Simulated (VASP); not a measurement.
# ZrSi7 (P6/mmm) in VASP: relaxation of cell and atoms with PBE

Aim: the relaxation of cell and atoms of ZrSi7 with PBE.

Program: VASP 6.6.1. These are calculated values, not measurements. Logs are shortened: lines on timing, memory, paths and dates and some standing lists are left out, and cuts for length are marked.

**1. The cell of the first run**

The structure is hexagonal, space group P6/mmm (No. 191). The conventional cell has a = 5.224 Å, b = 5.224 Å, c = 5.207 Å, α = 90.00°, β = 90.00°, γ = 120.00°. Zr (site symmetry 6/mmm) has 14 Si at 2.60 to 2.95 Å within 3.4 Å. Within 3.3 Å of Si (site symmetry 2mm) lie 8 Si at 2.48 to 2.89 Å and 2 Zr at 2.95 Å. Within 3.4 Å of Si (site symmetry 6/mmm) lie 2 Zr at 2.60 Å and 12 Si at 2.89 Å.

The cell was built from a structure type or drawn by symmetry, and may not be a known phase.

**2. Relaxation of cell and atoms, PBE**

File INCAR:

```
SYSTEM = ZrSi7
PREC = Accurate
ENCUT = 600
EDIFF = 1E-6
ISMEAR = 0
SIGMA = 0.1
LREAL = .False.
LASPH = .True.
NELM = 100
ALGO = Normal
ISIF = 3
LWAVE = .False.
LCHARG = .False.
GGA = PE
IBRION = 2
NSW = 100
EDIFFG = -0.01
```

File KPOINTS:

```
regular mesh
0
Gamma
  6 6 6
  0 0 0
```

File POSCAR:

```
ZrSi7
1.0
    5.2240803437      0.0000000000      0.0000000000
   -2.6120401718      4.5241862890      0.0000000000
    0.0000000000      0.0000000000      5.2069990016
Zr Si
1 7
Direct
    0.0000000000      0.0000000000      0.5000000000
    0.5000000000      0.0000000000      0.7621949466
    0.0000000000      0.5000000000      0.7621949466
    0.5000000000      0.5000000000      0.7621949466
    0.5000000000      0.0000000000      0.2378050534
    0.0000000000      0.5000000000      0.2378050534
    0.5000000000      0.5000000000      0.2378050534
    0.0000000000      0.0000000000      0.0000000000
```

Potentials or basis: VASP PAW PBE potentials, release 64 (Zr_sv, Si).

The run is started by

```
$ cat potpaw_PBE.64/Zr_sv/POTCAR potpaw_PBE.64/Si/POTCAR > POTCAR
$ mpirun -np 1 vasp_std > vasp.out
```

OUTCAR:

```text
SYSTEM = ZrSi7
   PREC = Accurate
   ENCUT = 600
   EDIFF = 1E-6
   ISMEAR = 0
   LREAL = .False.
   LASPH = .True.
   NELM = 100
   ISIF = 3
   GGA = PE
   IBRION = 2
   NSW = 100
   EDIFFG = -0.01

 ion  position               nearest neighbor table
   1  0.000  0.000  0.500-   8 2.60   8 2.60   3 2.95   6 2.95   3 2.95   6 2.95   4 2.95   7 2.95
                             4 2.95   7 2.95   2 2.95   5 2.95   2 2.95   5 2.95
   2  0.500  0.000  0.762-   5 2.48   4 2.61   4 2.61   3 2.61   3 2.61   5 2.73   8 2.89   8 2.89
                             1 2.95   1 2.95
   3  0.000  0.500  0.762-   6 2.48   2 2.61   2 2.61   4 2.61   4 2.61   6 2.73   8 2.89   8 2.89
                             1 2.95   1 2.95
   4  0.500  0.500  0.762-   7 2.48   2 2.61   2 2.61   3 2.61   3 2.61   7 2.73   8 2.89   8 2.89
                             1 2.95   1 2.95
   5  0.500  0.000  0.238-   2 2.48   7 2.61   7 2.61   6 2.61   6 2.61   2 2.73   8 2.89   8 2.89
                             1 2.95   1 2.95
   6  0.000  0.500  0.238-   3 2.48   5 2.61   5 2.61   7 2.61   7 2.61   3 2.73   8 2.89   8 2.89
                             1 2.95   1 2.95
   7  0.500  0.500  0.238-   4 2.48   5 2.61   5 2.61   6 2.61   6 2.61   4 2.73   8 2.89   8 2.89
                             1 2.95   1 2.95
   8  0.000  0.000  0.000-   1 2.60   1 2.60   6 2.89   3 2.89   3 2.89   6 2.89   7 2.89   4 2.89
                             4 2.89   7 2.89   2 2.89   5 2.89   5 2.89   2 2.89

  LATTYP: Found a hexagonal cell.
 ALAT       =     5.2240803437
 C/A-ratio  =     0.9967302681

  Lattice vectors:

 A1 = (   5.2240803437,   0.0000000000,   0.0000000000)
 A2 = (  -2.6120401718,   4.5241862890,   0.0000000000)
 A3 = (   0.0000000000,   0.0000000000,   5.2069990016)

Analysis of symmetry for initial positions (statically):
=====================================================================
 Subroutine PRICEL returns:
 Original cell was already a primitive cell.

 Routine SETGRP: Setting up the symmetry group for a
 hexagonal supercell.

 Subroutine GETGRP returns: Found 24 space group operations
 (whereof 24 operations were pure point group operations)
 out of a pool of 24 trial point group operations.

The static configuration has the point symmetry D_6h.

Analysis of symmetry for dynamics (positions and initial velocities):
=====================================================================
 Subroutine PRICEL returns:
 Original cell was already a primitive cell.

 Routine SETGRP: Setting up the symmetry group for a
 hexagonal supercell.

 Subroutine GETGRP returns: Found 24 space group operations
 (whereof 24 operations were pure point group operations)
 out of a pool of 24 trial point group operations.

The dynamic configuration has the point symmetry D_6h.

 Subroutine INISYM returns: Found 24 space group operations
 (whereof 24 operations are pure point group operations),
 and found     1 'primitive' translations

----------------------------------------------------------------------------------------

                                     Primitive cell

  volume of cell :     123.0659

  direct lattice vectors                    reciprocal lattice vectors
     5.224080344  0.000000000  0.000000000     0.191421252  0.110517111  0.000000000
    -2.612040172  4.524186289  0.000000000     0.000000000  0.221034223  0.000000000
     0.000000000  0.000000000  5.206999002     0.000000000  0.000000000  0.192049201

  length of vectors
     5.224080344  5.224080344  5.206999002     0.221034223  0.221034223  0.192049201

  position of ions in fractional coordinates (direct lattice)
     0.000000000  0.000000000  0.500000000
     0.500000000  0.000000000  0.762194947
     1.000000000  0.500000000  0.762194947
     0.500000000  0.500000000  0.762194947
     0.500000000  0.000000000  0.237805053
     1.000000000  0.500000000  0.237805053
     0.500000000  0.500000000  0.237805053
     0.000000000  0.000000000  0.000000000

  ion indices of the primitive-cell ions
   primitive index   ion index
                 1           1
                 2           2
                 3           3
                 4           4
                 5           5
                 6           6
                 7           7
                 8           8

----------------------------------------------------------------------------------------

 KPOINTS: regular mesh

Automatic generation of k-mesh.
 Grid dimensions read from file:
 generate k-points for:    6    6    6

 Generating k-lattice:

  Cartesian coordinates                     Fractional coordinates (reciprocal lattice)
     0.031903542  0.018419519  0.000000000     0.166666667 -0.000000000  0.000000000
     0.000000000  0.036839037  0.000000000     0.000000000  0.166666667  0.000000000
     0.000000000  0.000000000  0.032008200     0.000000000  0.000000000  0.166666667

  Length of vectors
     0.036839037  0.036839037  0.032008200

  Shift w.r.t. Gamma in fractional coordinates (k-lattice)
     0.000000000  0.000000000  0.000000000

 Subroutine IBZKPT returns following result:
 ===========================================

 Found     28 irreducible k-points:

 Following reciprocal coordinates:
            Coordinates               Weight
  0.000000  0.000000  0.000000      1.000000
  0.166667  0.000000  0.000000      6.000000
  0.333333  0.000000  0.000000      6.000000
  0.500000 -0.000000  0.000000      3.000000
  0.166667  0.166667  0.000000      6.000000
  0.333333  0.166667  0.000000     12.000000
[... 16 lines left out ...]
  0.166667  0.000000  0.500000      6.000000
  0.333333  0.000000  0.500000      6.000000
 [... further k-points ...]
   k-points           NKPTS =     28   k-points in BZ     NKDIM =     28   number of bands    NBANDS=     25
   number of dos      NEDOS =    301   number of ions     NIONS =      8
   total plane-waves  NPLWV =  74088
   dimension x,y,z NGX =    42 NGY =   42 NGZ =   42
   dimension x,y,z NGXF=    84 NGYF=   84 NGZF=   84
   ions per type =               1   7
   NGX,Y,Z   is equivalent  to a cutoff of  13.37, 13.37, 13.41 a.u.
   NGXF,Y,Z  is equivalent  to a cutoff of  26.73, 26.73, 26.82 a.u.
 SYSTEM =  ZrSi7
   PREC   = accura    normal or accurate (medium, high low for compatibility)
   ISTART =      0    job   : 0-new  1-cont  2-samecut
   ICHARG =      2    charge: 1-file 2-atom 10-const
   ISPIN  =      1    spin polarized calculation?
   LNONCOLLINEAR =      F non collinear calculations
   LSORBIT =      F    spin-orbit coupling
   LASPH  =      T    aspherical Exc in radial PAW
   ENCUT  =  600.0 eV  44.10 Ry    6.64 a.u.  10.43 10.43 10.40*2*pi/ulx,y,z
   NELM   =    100;   NELMIN=  2; NELMDL= -5     # of ELM steps
   EDIFF  = 0.1E-05   stopping-criterion for ELM
   LREAL  =      F    real-space projection
   EDIFFG = -.1E-01   stopping-criterion for IOM
   NSW    =    100    number of steps for IOM
   IBRION =      2    ionic relax: 0-MD 1-quasi-New 2-CG
   NFREE  =      1    steps in history (QN), initial steepest desc. (CG)
   ISIF   =      3    stress and relaxation
   ISYM   =      2    0-nonsym 1-usesym 2-fastsym
   POTIM  = 0.5000    time-step for ionic-motion
   TEBEG  =    0.0;   TEEND  =   0.0 temperature during run
   PSTRESS=    0.0 pullay stress
   NELECT =      40.0000    total number of electrons
   NUPDOWN=      -1.0000    fix difference up-down
   EMIN   =  10.00;   EMAX   =-10.00  energy-range for DOS
   EFERMI =   0.00;   METHOD = LEGACY
   ISMEAR =     0;   SIGMA  =   0.10  broadening in eV -4-tet -1-fermi 0-gaus
   EFERMI_NEDOS =   21; number of points for ismear=-14 and -15
   IALGO  =     38    algorithm
   IMIX   =      4    mixing-type and parameters
     AMIX     =   0.40;   BMIX     =  1.00
     AMIX_MAG =   1.60;   BMIX_MAG =  1.00
  volume/ion in A,a.u.               =      15.38       103.81
  Fermi-wavevector in a.u.,A,eV,Ry     =   1.125595  2.127066 17.238098  1.266964
  Thomas-Fermi vector in A             =   2.262273
   LORBIT       =      0    0 simple, 1 ext, 2 COOP (PROOUT), +10 PAW based schemes
   GGA     = PE    functional components
   LHFCALC =     F    Hartree Fock is set to
   AEXX    =    0.0000 exact exchange contribution
   IVDW    =     0    specifies the selected vdW correction
   LEPSILON=     F    determine dielectric tensor
   LRPA    =     F    only Hartree local field effects (RPA)
 conjugate gradient relaxation of ions
 non-spin polarized calculation
 Gauss-broadening in eV      SIGMA  =   0.10
  energy-cutoff  :      600.00
  volume of cell :      123.07
 maximum number of plane-waves:      4148
 NGX is ok and might be reduce to    42
   NGX = 21   NGY = 21   NGZ = 21

--------------------------------------- Ionic step        1  -------------------------------------------

 number of electron      39.9999999 magnetization

 Free energy of the ion-electron system (eV)
  ---------------------------------------------------
  ext. energy  EPLUGINS =         0.00000000
  ---------------------------------------------------
  free energy    TOTEN  =       -46.15031989 eV

  energy without entropy =      -46.13481518  energy(sigma->0) =      -46.14256753

------------------------ aborting loop because EDIFF is reached ----------------------------------------

  FORCE on cell =-STRESS in cart. coord.  units (eV):
  Direction    XX          YY          ZZ          XY          YZ          ZX
  --------------------------------------------------------------------------------------
  -------------------------------------------------------------------------------------
  Total       -0.2906095     -0.2906095      1.0662621     -0.0000000     -0.0000000      0.0000000
  in kB       -3.7834029     -3.7834029     13.8815112     -0.0000000     -0.0000000      0.0000000
  external PRESSURE =       2.1049018 kB  Pullay stress =       0.0000000 kB
[... 195 lines left out ...]
  energy  without entropy=      -46.1462379081  energy(sigma->0) =      -46.15403222

--------------------------------------- Ionic step        6  -------------------------------------------

 number of electron      39.9999999 magnetization

 Free energy of the ion-electron system (eV)
  ---------------------------------------------------
  ext. energy  EPLUGINS =         0.00000000
  ---------------------------------------------------
  free energy    TOTEN  =       -46.16232023 eV

  energy without entropy =      -46.14714918  energy(sigma->0) =      -46.15473470

 E-fermi :  10.1726     XC(G=0): -11.1991

 val. band max:       10.1504589137   @ k =   0.1667   0.0000   0.5000
 cond. band min:      10.1858200667   @ k =   0.1667   0.0000   0.0000
 fundamental gap:      0.0353611529
 Fermi energy:        10.1725526470

 k-point     1 :       0.0000    0.0000    0.0000
  band No.  band energies     occupation
      1     -38.7970      2.00000
      2     -16.9873      2.00000
      3     -16.9303      2.00000
      4     -16.9303      2.00000
      5      -3.5201      2.00000
      6       1.1313      2.00000
[... 661 lines left out ...]
     24      11.3654      0.00000
     25      11.6731      0.00000

 [... further k-points ...]
[... 5 lines left out ...]
  --------------------------------------------------------------------------------------
  -------------------------------------------------------------------------------------
  Total        0.0100399      0.0100399      0.0198144      0.0000000      0.0000000      0.0000000
  in kB        0.1307279      0.1307279      0.2580008      0.0000000      0.0000000      0.0000000
  external PRESSURE =       0.1731522 kB  Pullay stress =       0.0000000 kB
[... 23 lines left out ...]
  FREE ENERGIE OF THE ION-ELECTRON SYSTEM (eV)
  ---------------------------------------------------
  free  energy   TOTEN  =       -46.1623202270 eV

  energy  without entropy=      -46.1471491829  energy(sigma->0) =      -46.15473470

 reached required accuracy - stopping structural energy minimisation
```

It took 6 min on 1 thread of Intel Xeon Platinum 8488C (Sapphire Rapids), shared host; peak memory 0.32 GiB.

Results:

| Property | Result |
| --- | --- |
| Free energy | -46.1623 eV |
| Relaxed volume | 15.38 Å³/atom |
| Relaxed cell | a = 5.218 Å, b = 5.218 Å, c = 5.218 Å, α = 90.00°, β = 90.00°, γ = 120.00° |
| Space group after relaxing (to 0.1 Å) | P6/mmm (No. 191) |
| Energy gained by relaxing | 1.5 meV/atom |
| Ionic steps | 6 |
| Pressure after relaxing | 0.0 GPa |
| Band gap on the k mesh | zero (bands 20 and 21 overlap by 1.94 eV) |

Step by step:
```csv
step,energy change (eV),largest force (eV/Å),pressure (GPa),volume (Å³)
1,0.0000,0.2117,0.21,123.07
2,-0.0098,0.0457,-0.30,123.42
3,-0.0098,0.0508,-0.29,123.41
4,-0.0114,0.0253,0.10,122.96
5,-0.0115,0.0161,0.23,122.80
6,-0.0120,0.0004,0.02,123.05
```

Final structure:
```
Zr Si
1.0
     5.21828    0.00000    0.00000
    -2.60914    4.51917    0.00000
     0.00000    0.00000    5.21776
Zr Si
1 7
Cartesian
  0.0000 0.0000 2.6089
  0.0000 4.5192 3.9598
  3.9137 2.2596 3.9598
  1.3046 2.2596 3.9598
  2.6091 0.0000 1.2579
  -1.3046 2.2596 1.2579
  1.3046 2.2596 1.2579
  0.0000 0.0000 5.2178
```
